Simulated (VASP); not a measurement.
# La (Im-3m) in VASP: further runs

Runs on La. Level: PBE. Tasks: single point.

All numbers are computed with VASP 6.6.1; they aren't measurements. Logs are shortened: lines on timing, memory, paths and dates and some standing lists are left out, and cuts for length are marked.

**1. The cell of the first run**

The structure is cubic, space group Im-3m (No. 229). The conventional cell has a = 3.241 Å, b = 3.241 Å, c = 3.241 Å, α = 90.00°, β = 90.00°, γ = 90.00°. Within 3.7 Å of La (site symmetry m-3m) lie 14 La at 2.81 to 3.24 Å.

This isn't the form of La at room conditions, which is double hcp.

**2. Single point, PBE (17.02 Å³/atom)**

Contents of INCAR:

```
SYSTEM = La
ALGO = Normal
EDIFF = 1E-6
ENCUT = 520
GGA = PE
ISIF = 2
ISMEAR = -1
LASPH = .True.
LCHARG = .True.
LELF = .True.
LREAL = .False.
LVHAR = .True.
LWAVE = .False.
NBANDS = 12
NELM = 100
PREC = Accurate
SIGMA = 0.08
```

Contents of KPOINTS:

```
k-points
0
Gamma
  13 13 13
  0 0 0
```

Contents of POSCAR:

```
La
1.0
   -1.6203510678      1.6203510678      1.6203510678
    1.6203510678     -1.6203510678      1.6203510678
    1.6203510678      1.6203510678     -1.6203510678
La
1
Direct
    0.0000000000      0.0000000000      0.0000000000
```

Potentials or basis: VASP PAW PBE potentials, release 64 (La).

Run with:

```
$ cat potpaw_PBE.64/La/POTCAR > POTCAR
$ mpirun -np 1 vasp_std > vasp.out
```

OUTCAR:

```text
SYSTEM = La
   EDIFF = 1E-6
   ENCUT = 520
   GGA = PE
   ISIF = 2
   ISMEAR = -1
   LASPH = .True.
   LREAL = .False.
   NELM = 100
   PREC = Accurate

 ion  position               nearest neighbor table
   1  0.000  0.000  0.000-

  LATTYP: Found a body centered cubic cell.
 ALAT       =     3.2407021356

  Lattice vectors:

 A1 = (  -1.6203510678,   1.6203510678,   1.6203510678)
 A2 = (   1.6203510678,  -1.6203510678,   1.6203510678)
 A3 = (   1.6203510678,   1.6203510678,  -1.6203510678)

Analysis of symmetry for initial positions (statically):
=====================================================================
 Subroutine PRICEL returns:
 Original cell was already a primitive cell.

 Routine SETGRP: Setting up the symmetry group for a
 body centered cubic supercell.

 Subroutine GETGRP returns: Found 48 space group operations
 (whereof 48 operations were pure point group operations)
 out of a pool of 48 trial point group operations.

The static configuration has the point symmetry O_h .

Analysis of symmetry for dynamics (positions and initial velocities):
=====================================================================
 Subroutine PRICEL returns:
 Original cell was already a primitive cell.

 Routine SETGRP: Setting up the symmetry group for a
 body centered cubic supercell.

 Subroutine GETGRP returns: Found 48 space group operations
 (whereof 48 operations were pure point group operations)
 out of a pool of 48 trial point group operations.

The dynamic configuration has the point symmetry O_h .

 Subroutine INISYM returns: Found 48 space group operations
 (whereof 48 operations are pure point group operations),
 and found     1 'primitive' translations

----------------------------------------------------------------------------------------

                                     Primitive cell

  volume of cell :      17.0172

  direct lattice vectors                    reciprocal lattice vectors
    -1.620351068  1.620351068  1.620351068     0.000000000  0.308575104  0.308575104
     1.620351068 -1.620351068  1.620351068     0.308575104  0.000000000  0.308575104
     1.620351068  1.620351068 -1.620351068     0.308575104  0.308575104  0.000000000

  length of vectors
     2.806530376  2.806530376  2.806530376     0.436391098  0.436391098  0.436391098

  position of ions in fractional coordinates (direct lattice)
     0.000000000  0.000000000  0.000000000

  ion indices of the primitive-cell ions
   primitive index   ion index
                 1           1

----------------------------------------------------------------------------------------

 KPOINTS: k-points

Automatic generation of k-mesh.
 Grid dimensions read from file:
 generate k-points for:   13   13   13

 Generating k-lattice:

  Cartesian coordinates                     Fractional coordinates (reciprocal lattice)
     0.000000000  0.023736546  0.023736546     0.076923077  0.000000000  0.000000000
     0.023736546  0.000000000  0.023736546     0.000000000  0.076923077  0.000000000
     0.023736546  0.023736546  0.000000000     0.000000000  0.000000000  0.076923077

  Length of vectors
     0.033568546  0.033568546  0.033568546

  Shift w.r.t. Gamma in fractional coordinates (k-lattice)
     0.000000000  0.000000000  0.000000000

 Subroutine IBZKPT returns following result:
 ===========================================

 Found     84 irreducible k-points:

 Following reciprocal coordinates:
            Coordinates               Weight
  0.000000  0.000000  0.000000      1.000000
  0.076923  0.000000  0.000000     12.000000
  0.153846  0.000000  0.000000     12.000000
  0.230769  0.000000  0.000000     12.000000
  0.307692  0.000000  0.000000     12.000000
  0.384615  0.000000  0.000000     12.000000
[... 16 lines left out ...]
  0.153846  0.076923  0.076923     24.000000
  0.230769  0.076923  0.076923     24.000000
 [... further k-points ...]
   k-points           NKPTS =     84   k-points in BZ     NKDIM =     84   number of bands    NBANDS=     12
   number of dos      NEDOS =    301   number of ions     NIONS =      1
   total plane-waves  NPLWV =  13824
   dimension x,y,z NGX =    24 NGY =   24 NGZ =   24
   dimension x,y,z NGXF=    48 NGYF=   48 NGZF=   48
   ions per type =               1
   NGX,Y,Z   is equivalent  to a cutoff of  14.22, 14.22, 14.22 a.u.
   NGXF,Y,Z  is equivalent  to a cutoff of  28.43, 28.43, 28.43 a.u.
 SYSTEM =  La
   PREC   = accura    normal or accurate (medium, high low for compatibility)
   ISTART =      0    job   : 0-new  1-cont  2-samecut
   ICHARG =      2    charge: 1-file 2-atom 10-const
   ISPIN  =      1    spin polarized calculation?
   LNONCOLLINEAR =      F non collinear calculations
   LSORBIT =      F    spin-orbit coupling
   LASPH  =      T    aspherical Exc in radial PAW
   ENCUT  =  520.0 eV  38.22 Ry    6.18 a.u.   5.22  5.22  5.22*2*pi/ulx,y,z
   NELM   =    100;   NELMIN=  2; NELMDL= -5     # of ELM steps
   EDIFF  = 0.1E-05   stopping-criterion for ELM
   LREAL  =      F    real-space projection
   EDIFFG = 0.1E-04   stopping-criterion for IOM
   NSW    =      0    number of steps for IOM
   IBRION =     -1    ionic relax: 0-MD 1-quasi-New 2-CG
   NFREE  =      0    steps in history (QN), initial steepest desc. (CG)
   ISIF   =      2    stress and relaxation
   ISYM   =      2    0-nonsym 1-usesym 2-fastsym
   POTIM  = 0.5000    time-step for ionic-motion
   TEBEG  =    0.0;   TEEND  =   0.0 temperature during run
   PSTRESS=    0.0 pullay stress
   NELECT =      11.0000    total number of electrons
   NUPDOWN=      -1.0000    fix difference up-down
   EMIN   =  10.00;   EMAX   =-10.00  energy-range for DOS
   EFERMI =   0.00;   METHOD = LEGACY
   ISMEAR =    -1;   SIGMA  =   0.08  broadening in eV -4-tet -1-fermi 0-gaus
   EFERMI_NEDOS =   21; number of points for ismear=-14 and -15
   IALGO  =     38    algorithm
   IMIX   =      4    mixing-type and parameters
     AMIX     =   0.40;   BMIX     =  1.00
     AMIX_MAG =   1.60;   BMIX_MAG =  1.00
  volume/ion in A,a.u.               =      17.02       114.84
  Fermi-wavevector in a.u.,A,eV,Ry     =   1.415500  2.674908 27.261189  2.003641
  Thomas-Fermi vector in A             =   2.536932
   LORBIT       =      0    0 simple, 1 ext, 2 COOP (PROOUT), +10 PAW based schemes
   GGA     = PE    functional components
   LHFCALC =     F    Hartree Fock is set to
   AEXX    =    0.0000 exact exchange contribution
   IVDW    =     0    specifies the selected vdW correction
   LEPSILON=     F    determine dielectric tensor
   LRPA    =     F    only Hartree local field effects (RPA)
 non-spin polarized calculation
  energy-cutoff  :      520.00
  volume of cell :       17.02
 maximum number of plane-waves:       472
 NGX is ok and might be reduce to    24
   NGX = 11   NGY = 11   NGZ = 11

 number of electron      11.0000000 magnetization

 Free energy of the ion-electron system (eV)
  ---------------------------------------------------
  ext. energy  EPLUGINS =         0.00000000
  ---------------------------------------------------
  free energy    TOTEN  =        -2.09208772 eV

  energy without entropy =       -2.06136005  energy(sigma->0) =       -2.07672389

 E-fermi :  18.2061     XC(G=0): -13.2437

 val. band max:       18.2025459304   @ k =   0.0769   0.0769   0.0769
 cond. band min:      18.2120922600   @ k =  -0.1538   0.1538   0.0769
 fundamental gap:      0.0095463296
 Fermi energy:        18.2060755940

 k-point     1 :       0.0000    0.0000    0.0000
  band No.  band energies     occupation
      1     -15.9777      2.00000
      2       6.3072      2.00000
      3       6.3072      2.00000
      4       6.3072      2.00000
      5      19.8035      0.00000
      6      19.8390      0.00000
      7      19.8390      0.00000
      8      19.8390      0.00000
      9      20.5597      0.00000
     10      20.5597      0.00000
     11      20.5597      0.00000
     12      23.2392      0.00000

 k-point     2 :       0.0769    0.0000    0.0000
  band No.  band energies     occupation
      1     -15.8635      2.00000
      2       5.6626      2.00000
      3       6.0987      2.00000
      4       6.2801      2.00000
      5      19.1364      0.00002
      6      19.3030      0.00000
      7      19.8066      0.00000
      8      20.2908      0.00000
      9      20.7823      0.00000
     10      21.0281      0.00000
     11      21.1950      0.00000
     12      23.1084      0.00000

 k-point     3 :       0.1538    0.0000    0.0000
  band No.  band energies     occupation
      1     -15.5305      2.00000
      2       4.0777      2.00000
      3       5.5659      2.00000
      4       6.2032      2.00000
      5      18.0773      1.66671
      6      18.5325      0.03323
      7      19.7649      0.00000
      8      20.8712      0.00000
      9      21.2209      0.00000
     10      21.6125      0.00000
     11      22.4046      0.00000
     12      22.9274      0.00000

 k-point     4 :       0.2308    0.0000    0.0000
  band No.  band energies     occupation
      1     -15.0118      2.00000
      2       2.1306      2.00000
      3       4.9025      2.00000
      4       6.0903      2.00000
      5      17.0519      2.00000
      6      17.8215      1.98378
      7      19.8078      0.00000
      8      21.0540      0.00000
      9      21.5694      0.00000
     10      22.0665      0.00000
     11      22.8412      0.00000
     12      22.9576      0.00000

 k-point     5 :       0.3077    0.0000    0.0000
  band No.  band energies     occupation
      1     -14.3769      2.00000
      2       0.2369      2.00000
      3       4.2810      2.00000
      4       5.9658      2.00000
      5      16.2054      2.00000
      6      17.2432      1.99999
      7      19.9626      0.00000
      8      21.0785      0.00000
      9      21.7892      0.00000
     10      22.3798      0.00000
     11      22.8543      0.00000
     12      23.1147      0.00000
[... 228 lines left out ...]
      1     -12.9228      2.00000
      2      -0.8324      2.00000
      3       0.2073      2.00000
      4       4.7840      2.00000
      5      17.0313      2.00000
      6      19.5422      0.00000
      7      20.2758      0.00000
      8      21.5178      0.00000
      9      22.5250      0.00000
     10      22.6932      0.00000
     11      22.7897      0.00000
     12      23.2016      0.00000

 k-point    22 :       0.0769    0.0769    0.0769
  band No.  band energies     occupation
      1     -15.3191      2.00000
      2       3.2027      2.00000
      3       5.6762      2.00000
      4       5.6762      2.00000
      5      18.2025      1.02206
      6      18.2025      1.02206
      7      20.2263      0.00000
      8      20.2433      0.00000
      9      21.4789      0.00000
     10      21.4789      0.00000
     11      23.0164      0.00000
     12      23.2491      0.00000

 k-point    23 :       0.1538    0.0769    0.0769
  band No.  band energies     occupation
      1     -14.8224      2.00000
      2       1.6648      2.00000
      3       4.7859      2.00000
      4       5.4606      2.00000
      5      17.8080      1.98629
      6      17.9318      1.93717
      7      20.3628      0.00000
      8      20.5407      0.00000
      9      21.5669      0.00000
     10      21.7243      0.00000
     11      23.1321      0.00000
     12      23.1489      0.00000

 k-point    24 :       0.2308    0.0769    0.0769
  band No.  band energies     occupation
      1     -14.2201      2.00000
      2       0.1391      2.00000
      3       3.8695      2.00000
      4       5.2355      2.00000
      5      17.3191      1.99997
      6      17.7592      1.99253
      7      20.4082      0.00000
      8      20.9575      0.00000
      9      21.6985      0.00000
     10      22.0559      0.00000
     11      23.0819      0.00000
     12      23.1217      0.00000

 [... further k-points ...]

------------------------ aborting loop because EDIFF is reached ----------------------------------------

  FORCE on cell =-STRESS in cart. coord.  units (eV):
  Direction    XX          YY          ZZ          XY          YZ          ZX
  --------------------------------------------------------------------------------------
  -------------------------------------------------------------------------------------
  Total        9.7609159      9.7609159      9.7609159      0.0000000      0.0000000      0.0000000
  in kB      918.9963831    918.9963831    918.9963831      0.0000000      0.0000000      0.0000000
  external PRESSURE =     918.9963831 kB  Pullay stress =       0.0000000 kB

 VOLUME and BASIS-vectors are now :
 -----------------------------------------------------------------------------
  energy-cutoff  :      520.00
  volume of cell :       17.02
      direct lattice vectors                 reciprocal lattice vectors
    -1.620351068  1.620351068  1.620351068     0.000000000  0.308575104  0.308575104
     1.620351068 -1.620351068  1.620351068     0.308575104  0.000000000  0.308575104
     1.620351068  1.620351068 -1.620351068     0.308575104  0.308575104  0.000000000

 POSITION                                       TOTAL-FORCE (eV/Angst)
 -----------------------------------------------------------------------------------
      0.00000      0.00000      0.00000        -0.000000     -0.000000     -0.000000
 -----------------------------------------------------------------------------------
    total drift:                                0.000000     -0.000000     -0.000000

  FREE ENERGIE OF THE ION-ELECTRON SYSTEM (eV)
  ---------------------------------------------------
  free  energy   TOTEN  =        -2.0920877242 eV

  energy  without entropy=       -2.0613600528  energy(sigma->0) =       -2.07672389
```

It took 39 s on 1 thread of Intel Xeon 8259CL, shared host; peak memory 0.17 GiB.

What came out:

| Property | Result |
| --- | --- |
| Free energy | -2.0921 eV |
| Pressure | 91.9 GPa |
| Band gap on the k mesh | zero (an odd number of electrons rules out a gap without spin polarisation) |

Caveat: the cell stands under pressure; spin-orbit coupling is left out, which moves the levels of the heavy elements.

**3. Single point, PBE (17.02 Å³/atom)**

Contents of INCAR:

```
  PREC = Accurate
  ENCUT = 520
  EDIFF = 1E-7
  ISMEAR = -1
  SIGMA = 0.08
  LREAL = F
  LASPH = T
  NELM = 100
  ALGO = Normal
  ISIF = 2
  LWAVE = F
  LCHARG = F
  GGA = PE
  NBANDS = 12
```

Contents of KPOINTS:

```
regular mesh
0
Gamma
  13 13 13
```

POSCAR is that of step 2.

Potentials or basis: VASP PAW PBE potentials, release 64 (La).

Run with:

```
$ cat potpaw_PBE.64/La/POTCAR > POTCAR
$ mpirun -np 1 vasp_std > vasp.out
```

Run time: 44 s. Hardware: 1 thread of Intel Xeon 8259CL, shared host; peak memory 0.16 GiB.

Results (log left out):

```
Free energy            : -2.0921 eV
Pressure               : 91.9 GPa
Band gap on the k mesh : zero (an odd number of electrons rules out a gap without spin polarisation)
```

Levels at points of the mesh, in eV from the Fermi level:
```
           k point  band 3  band 4  band 5  band 6  band 7  band 8  band 9  band 10
(0.00, 0.00, 0.00)  -11.90  -11.90    1.60    1.63    1.63    1.63    2.35     2.35
```

Caveat: the cell stands under pressure; spin-orbit coupling is left out, which moves the levels of the heavy elements.

[end of part 1 of 2]
